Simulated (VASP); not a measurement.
# In (Im-3m) in VASP: further runs

Runs on In. Level: PBE-based screened hybrid. Tasks: single point.

All numbers are computed with VASP 6.6.1; they aren't measurements. Logs are shortened: lines on timing, memory, paths and dates and some standing lists are left out, and cuts for length are marked.

## Step 1: The cell of the first run

The structure is cubic, space group Im-3m (No. 229). Conventional cell: a = 3.740 Å, b = 3.740 Å, c = 3.740 Å, α = 90.00°, β = 90.00°, γ = 90.00°. Within 4.3 Å of In (site symmetry m-3m) lie 14 In at 3.24 to 3.74 Å.

## Step 2: Single point, PBE-based screened hybrid

POSCAR reads:

```
In
1.0
   -1.8698904617      1.8698904617      1.8698904617
    1.8698904617     -1.8698904617      1.8698904617
    1.8698904617      1.8698904617     -1.8698904617
In
1
Direct
    0.0000000000      0.0000000000      0.0000000000
```

INCAR.step1 reads:

```
ALGO     = Normal         # electronic algorithm
EDIFF    = 1E-5           # SCF threshold, eV
ENCUT    = 520            # plane-wave cutoff, eV
GGA      = PE             # functional
ISIF     = 2              # what is computed and relaxed
ISMEAR   = -1             # smearing method
LASPH    = True           # aspherical terms in the spheres
LCHARG   = False          # write CHGCAR
LREAL    = False          # projectors in reciprocal space
LWAVE    = True           # write WAVECAR
NBANDS   = 12             # bands
NELM     = 60             # most SCF steps
PREC     = Accurate       # precision mode
SIGMA    = 0.05           # smearing width, eV
```

INCAR.step2 reads:

```
AEXX     = 0.25           # exact-exchange fraction
ALGO     = Normal         # electronic algorithm
EDIFF    = 1E-6           # SCF threshold, eV
ENCUT    = 520            # plane-wave cutoff, eV
GGA      = PE             # functional
HFSCREEN = 0.3            # screening, 1/A
ISIF     = 2              # what is computed and relaxed
ISMEAR   = -1             # smearing method
ISTART   = 1            
LASPH    = True           # aspherical terms in the spheres
LCHARG   = False          # write CHGCAR
LHFCALC  = True           # exact exchange
LREAL    = False          # projectors in reciprocal space
LWAVE    = False          # write WAVECAR
NBANDS   = 12             # bands
NELM     = 60             # most SCF steps
PREC     = Accurate       # precision mode
PRECFOCK = Normal       
SIGMA    = 0.05           # smearing width, eV
```

KPOINTS reads:

```
k-points
0
Gamma
  5 5 5
```

Potentials or basis: VASP PAW PBE potentials, release 64 (In_d).

Run with:

```bash
cat potpaw_PBE.64/In_d/POTCAR > POTCAR
cp INCAR.step1 INCAR
mpirun -np 1 vasp_std > vasp.out
cp INCAR.step2 INCAR
mpirun -np 1 vasp_std > vasp.out
```

OUTCAR:

```text
AEXX = 0.25
   EDIFF = 1E-6
   ENCUT = 520
   GGA = PE
   HFSCREEN = 0.3
   ISIF = 2
   ISMEAR = -1
   ISTART = 1
   LASPH = True
   LHFCALC = True
   LREAL = False
   NELM = 60
   PREC = Accurate
   PRECFOCK = Normal

 ion  position               nearest neighbor table
   1  0.000  0.000  0.000-

  LATTYP: Found a body centered cubic cell.
 ALAT       =     3.7397809234

  Lattice vectors:

 A1 = (  -1.8698904617,   1.8698904617,   1.8698904617)
 A2 = (   1.8698904617,  -1.8698904617,   1.8698904617)
 A3 = (   1.8698904617,   1.8698904617,  -1.8698904617)

Analysis of symmetry for initial positions (statically):
=====================================================================
 Subroutine PRICEL returns:
 Original cell was already a primitive cell.

 Routine SETGRP: Setting up the symmetry group for a
 body centered cubic supercell.

 Subroutine GETGRP returns: Found 48 space group operations
 (whereof 48 operations were pure point group operations)
 out of a pool of 48 trial point group operations.

The static configuration has the point symmetry O_h .

Analysis of symmetry for dynamics (positions and initial velocities):
=====================================================================
 Subroutine PRICEL returns:
 Original cell was already a primitive cell.

 Routine SETGRP: Setting up the symmetry group for a
 body centered cubic supercell.

 Subroutine GETGRP returns: Found 48 space group operations
 (whereof 48 operations were pure point group operations)
 out of a pool of 48 trial point group operations.

The dynamic configuration has the point symmetry O_h .

 Subroutine INISYM returns: Found 48 space group operations
 (whereof 48 operations are pure point group operations),
 and found     1 'primitive' translations

----------------------------------------------------------------------------------------

                                     Primitive cell

  volume of cell :      26.1522

  direct lattice vectors                    reciprocal lattice vectors
    -1.869890462  1.869890462  1.869890462     0.000000000  0.267395342  0.267395342
     1.869890462 -1.869890462  1.869890462     0.267395342  0.000000000  0.267395342
     1.869890462  1.869890462 -1.869890462     0.267395342  0.267395342  0.000000000

[... 77 lines left out ...]
   NELECT =      13.0000    total number of electrons
   NUPDOWN=      -1.0000    fix difference up-down
   EMIN   =  10.00;   EMAX   =-10.00  energy-range for DOS
   EFERMI =   0.00;   METHOD = LEGACY
   ISMEAR =    -1;   SIGMA  =   0.05  broadening in eV -4-tet -1-fermi 0-gaus
   EFERMI_NEDOS =   21; number of points for ismear=-14 and -15
   IALGO  =     38    algorithm
   IMIX   =      1    mixing-type and parameters
     AMIX     =   0.40;   BMIX     =  1.00
     AMIX_MAG =   1.60;   BMIX_MAG =  1.00
  volume/ion in A,a.u.               =      26.15       176.48
  Fermi-wavevector in a.u.,A,eV,Ry     =   1.296840  2.450673 22.882202  1.681794
  Thomas-Fermi vector in A             =   2.428271
   LORBIT       =      0    0 simple, 1 ext, 2 COOP (PROOUT), +10 PAW based schemes
   GGA     = PE    functional components
   LHFCALC =     T    Hartree Fock is set to
   PRECFOCK=normal    Normal, Fast or Accurate (Low or Medium for compatibility)
   ENCUT4O =  -1.0   cutoff for four orbital integrals eV
   NKREDX  =     1    reduce k-point grid by
   NKREDY  =     1    reduce k-point grid by
   NKREDZ  =     1    reduce k-point grid by
   AEXX    =    0.2500 exact exchange contribution
   HFSCREEN=    0.3000 screening length (either q_TF or 0.3 A-1)
   HFSCREENC=   0.3000 screening length for correlation (either q_TF or 0.3 A-1)
   ENCUTFOCK=  -1.0 apply spherical cutoff to Coloumb kernel
   IVDW    =     0    specifies the selected vdW correction
   LEPSILON=     F    determine dielectric tensor
   LRPA    =     F    only Hartree local field effects (RPA)
 non-spin polarized calculation
  energy-cutoff  :      520.00
  volume of cell :       26.15
 maximum number of plane-waves:       711
  NGX = 20; NGY = 20; NGZ = 20

 number of electron      12.9999993 magnetization

 Free energy of the ion-electron system (eV)
  ---------------------------------------------------
  ext. energy  EPLUGINS =         0.00000000
  ---------------------------------------------------
  free energy    TOTEN  =        -2.79113925 eV

  energy without entropy =       -2.77540389  energy(sigma->0) =       -2.78327157

 E-fermi :   7.4573     XC(G=0):  -8.6401

 val. band max:        6.9636554393   @ k =  -0.4000  -0.4000   0.2000
 cond. band min:       7.4821493211   @ k =  -0.4000   0.4000   0.2000
 fundamental gap:      0.5184938819
 Fermi energy:         7.4573136320

 k-point     1 :       0.0000    0.0000    0.0000
  band No.  band energies     occupation
      1      -9.0866      2.00000
      2      -9.0866      2.00000
      3      -9.0866      2.00000
      4      -8.8045      2.00000
      5      -8.8045      2.00000
      6      -3.0944      2.00000
      7      19.4912      0.00000
      8      19.4912      0.00000
      9      19.4912      0.00000
     10      21.1424      0.00000
     11      21.1424      0.00000
     12      21.1424      0.00000
[... 121 lines left out ...]
 k-point    10 :      -0.4000    0.4000    0.4000
  band No.  band energies     occupation
      1      -9.1571      2.00000
      2      -9.1229      2.00000
      3      -8.7286      2.00000
      4      -8.7286      2.00000
      5      -8.7095      2.00000
      6       5.1790      2.00000
      7       9.4834      0.00000
      8       9.4834      0.00000
      9      10.5308      0.00000
     10      13.3331      0.00000
     11      16.0963      0.00000
     12      27.0292      0.00000

------------------------ aborting loop because EDIFF is reached ----------------------------------------

  FORCE on cell =-STRESS in cart. coord.  units (eV):
  Direction    XX          YY          ZZ          XY          YZ          ZX
  --------------------------------------------------------------------------------------
  -------------------------------------------------------------------------------------
  Total        0.0776661      0.0776661      0.0776661      0.0000000     -0.0000000      0.0000000
  in kB        4.7581013      4.7581013      4.7581013      0.0000000     -0.0000000      0.0000000
  external PRESSURE =       4.7581013 kB  Pullay stress =       0.0000000 kB

 VOLUME and BASIS-vectors are now :
 -----------------------------------------------------------------------------
  energy-cutoff  :      520.00
  volume of cell :       26.15
      direct lattice vectors                 reciprocal lattice vectors
    -1.869890462  1.869890462  1.869890462     0.000000000  0.267395342  0.267395342
     1.869890462 -1.869890462  1.869890462     0.267395342  0.000000000  0.267395342
     1.869890462  1.869890462 -1.869890462     0.267395342  0.267395342  0.000000000

 POSITION                                       TOTAL-FORCE (eV/Angst)
 -----------------------------------------------------------------------------------
      0.00000      0.00000      0.00000        -0.000000     -0.000000     -0.000000
 -----------------------------------------------------------------------------------
    total drift:                                0.000000      0.000000     -0.000000

  FREE ENERGIE OF THE ION-ELECTRON SYSTEM (eV)
  ---------------------------------------------------
  free  energy   TOTEN  =        -2.7911392453 eV

  energy  without entropy=       -2.7754038874  energy(sigma->0) =       -2.78327157
```

It used 390 s of CPU time on 1 thread of AMD EPYC 7R13 Processor (Zen 3) (shared host).

Results:

```
Free energy : -2.7911 eV
Pressure    : 0.5 GPa
```

Caveat: the k points lie up to 0.48 Å⁻¹ apart; the PAW data sets were made with another functional, which shifts forces and pressure a little; spin-orbit coupling is left out, which moves the levels of the heavy elements.

## Step 3: Single point, PBE-based screened hybrid

This run uses another cell than the first one, of 27.22 Å³/atom, 1.041 times its volume.

POSCAR reads:

```
In
1.0
   -1.8949926579      1.8949926579      1.8949926579
    1.8949926579     -1.8949926579      1.8949926579
    1.8949926579      1.8949926579     -1.8949926579
In
1
Direct
    0.0000000000      0.0000000000      0.0000000000
```

INCAR.step1 reads:

```
SYSTEM = In
ALGO = Normal ; EDIFF = 1E-5
ENCUT = 520 ; GGA = PE
ISIF = 2 ; ISMEAR = -1
LASPH = .True. ; LCHARG = .False.
LREAL = .False. ; LWAVE = .True.
NBANDS = 12 ; NELM = 100
PREC = Accurate ; SIGMA = 0.05
```

INCAR.step2 reads:

```
SYSTEM = In
AEXX = 0.25 ; ALGO = Normal
EDIFF = 1E-6 ; ENCUT = 520
GGA = PE ; HFSCREEN = 0.3
ISIF = 2 ; ISMEAR = -1
ISTART = 1 ; LASPH = .True.
LCHARG = .False. ; LHFCALC = .True.
LREAL = .False. ; LWAVE = .False.
NBANDS = 12 ; NELM = 100
PREC = Accurate ; PRECFOCK = Normal
SIGMA = 0.05
```

KPOINTS reads:

```
k-points
0
Gamma
  5 5 5
  0 0 0
```

Potentials or basis: VASP PAW PBE potentials, release 64 (In_d).

Run with:

```bash
cat potpaw_PBE.64/In_d/POTCAR > POTCAR
cp INCAR.step1 INCAR
mpirun -np 1 vasp_std > vasp.out
cp INCAR.step2 INCAR
mpirun -np 1 vasp_std > vasp.out
```

OUTCAR:

```text
SYSTEM = In
   AEXX = 0.25
   EDIFF = 1E-6
   ENCUT = 520
   GGA = PE
   HFSCREEN = 0.3
   ISIF = 2
   ISMEAR = -1
   ISTART = 1
   LASPH = .True.
   LHFCALC = .True.
   LREAL = .False.
   NELM = 100
   PREC = Accurate
   PRECFOCK = Normal

 ion  position               nearest neighbor table
   1  0.000  0.000  0.000-

  LATTYP: Found a body centered cubic cell.
 ALAT       =     3.7899853158

  Lattice vectors:

 A1 = (  -1.8949926579,   1.8949926579,   1.8949926579)
 A2 = (   1.8949926579,  -1.8949926579,   1.8949926579)
 A3 = (   1.8949926579,   1.8949926579,  -1.8949926579)

Analysis of symmetry for initial positions (statically):
=====================================================================
 Subroutine PRICEL returns:
 Original cell was already a primitive cell.

 Routine SETGRP: Setting up the symmetry group for a
 body centered cubic supercell.

 Subroutine GETGRP returns: Found 48 space group operations
 (whereof 48 operations were pure point group operations)
 out of a pool of 48 trial point group operations.

The static configuration has the point symmetry O_h .

Analysis of symmetry for dynamics (positions and initial velocities):
=====================================================================
 Subroutine PRICEL returns:
 Original cell was already a primitive cell.

 Routine SETGRP: Setting up the symmetry group for a
 body centered cubic supercell.

 Subroutine GETGRP returns: Found 48 space group operations
 (whereof 48 operations were pure point group operations)
 out of a pool of 48 trial point group operations.

The dynamic configuration has the point symmetry O_h .

 Subroutine INISYM returns: Found 48 space group operations
 (whereof 48 operations are pure point group operations),
 and found     1 'primitive' translations

----------------------------------------------------------------------------------------

[... 107 lines left out ...]
   AEXX    =    0.2500 exact exchange contribution
   HFSCREEN=    0.3000 screening length (either q_TF or 0.3 A-1)
   HFSCREENC=   0.3000 screening length for correlation (either q_TF or 0.3 A-1)
   ENCUTFOCK=  -1.0 apply spherical cutoff to Coloumb kernel
   IVDW    =     0    specifies the selected vdW correction
   LEPSILON=     F    determine dielectric tensor
   LRPA    =     F    only Hartree local field effects (RPA)
 non-spin polarized calculation
  energy-cutoff  :      520.00
  volume of cell :       27.22
 maximum number of plane-waves:       751
  NGX = 20; NGY = 20; NGZ = 20

 number of electron      13.0000014 magnetization

 Free energy of the ion-electron system (eV)
  ---------------------------------------------------
  ext. energy  EPLUGINS =         0.00000000
  ---------------------------------------------------
  free energy    TOTEN  =        -2.79080208 eV

  energy without entropy =       -2.77457756  energy(sigma->0) =       -2.78268982

 E-fermi :   6.9937     XC(G=0):  -8.4940

 val. band max:        6.5874132262   @ k =  -0.4000  -0.4000   0.2000
 cond. band min:       7.0274823933   @ k =  -0.4000   0.4000   0.2000
 fundamental gap:      0.4400691670
 Fermi energy:         6.9936588570

 k-point     1 :       0.0000    0.0000    0.0000
  band No.  band energies     occupation
      1      -9.4897      2.00000
      2      -9.4897      2.00000
      3      -9.4897      2.00000
      4      -9.2354      2.00000
      5      -9.2354      2.00000
      6      -3.2410      2.00000
      7      18.5867      0.00000
      8      18.5867      0.00000
      9      18.5867      0.00000
     10      20.5548      0.00000
     11      20.5548      0.00000
     12      20.5548      0.00000
[... 121 lines left out ...]
 k-point    10 :      -0.4000    0.4000    0.4000
  band No.  band energies     occupation
      1      -9.5481      2.00000
      2      -9.5175      2.00000
      3      -9.1667      2.00000
      4      -9.1667      2.00000
      5      -9.1501      2.00000
      6       4.7516      2.00000
      7       9.0166      0.00000
      8       9.0166      0.00000
      9       9.8559      0.00000
     10      12.8143      0.00000
     11      15.4738      0.00000
     12      26.2539      0.00000

------------------------ aborting loop because EDIFF is reached ----------------------------------------

  FORCE on cell =-STRESS in cart. coord.  units (eV):
  Direction    XX          YY          ZZ          XY          YZ          ZX
  --------------------------------------------------------------------------------------
  -------------------------------------------------------------------------------------
  Total       -0.1851956     -0.1851956     -0.1851956      0.0000000      0.0000000      0.0000000
  in kB      -10.9008044    -10.9008044    -10.9008044      0.0000000      0.0000000      0.0000000
  external PRESSURE =     -10.9008044 kB  Pullay stress =       0.0000000 kB

 VOLUME and BASIS-vectors are now :
 -----------------------------------------------------------------------------
  energy-cutoff  :      520.00
  volume of cell :       27.22
      direct lattice vectors                 reciprocal lattice vectors
    -1.894992658  1.894992658  1.894992658     0.000000000  0.263853265  0.263853265
     1.894992658 -1.894992658  1.894992658     0.263853265  0.000000000  0.263853265
     1.894992658  1.894992658 -1.894992658     0.263853265  0.263853265  0.000000000

 POSITION                                       TOTAL-FORCE (eV/Angst)
 -----------------------------------------------------------------------------------
      0.00000      0.00000      0.00000         0.000000      0.000000     -0.000000
 -----------------------------------------------------------------------------------
    total drift:                                0.000004     -0.000006      0.000002

  FREE ENERGIE OF THE ION-ELECTRON SYSTEM (eV)
  ---------------------------------------------------
  free  energy   TOTEN  =        -2.7908020812 eV

  energy  without entropy=       -2.7745775619  energy(sigma->0) =       -2.78268982
```

OUTCAR.step1:

```text
SYSTEM = In
   EDIFF = 1E-5
   ENCUT = 520
   GGA = PE
   ISIF = 2
   ISMEAR = -1
   LASPH = .True.
[... 349 lines left out ...]
 -----------------------------------------------------------------------------------
      0.00000      0.00000      0.00000         0.000000      0.000000     -0.000000
 -----------------------------------------------------------------------------------
    total drift:                               -0.000000     -0.000000      0.000000

  FREE ENERGIE OF THE ION-ELECTRON SYSTEM (eV)
  ---------------------------------------------------
  free  energy   TOTEN  =        -2.5238895993 eV

  energy  without entropy=       -2.5079495818  energy(sigma->0) =       -2.51591959
```

Run time: 7.9 min. Hardware: 1 thread of AMD EPYC 7R13 (Zen 3), shared host; peak memory 0.21 GiB.

Results:

- Free energy: -2.7908 eV
- Pressure: -1.1 GPa

Caveat: the k points lie up to 0.47 Å⁻¹ apart; the PAW data sets were made with another functional, which shifts forces and pressure a little; spin-orbit coupling is left out, which moves the levels of the heavy elements.

[end of part 1 of 2]
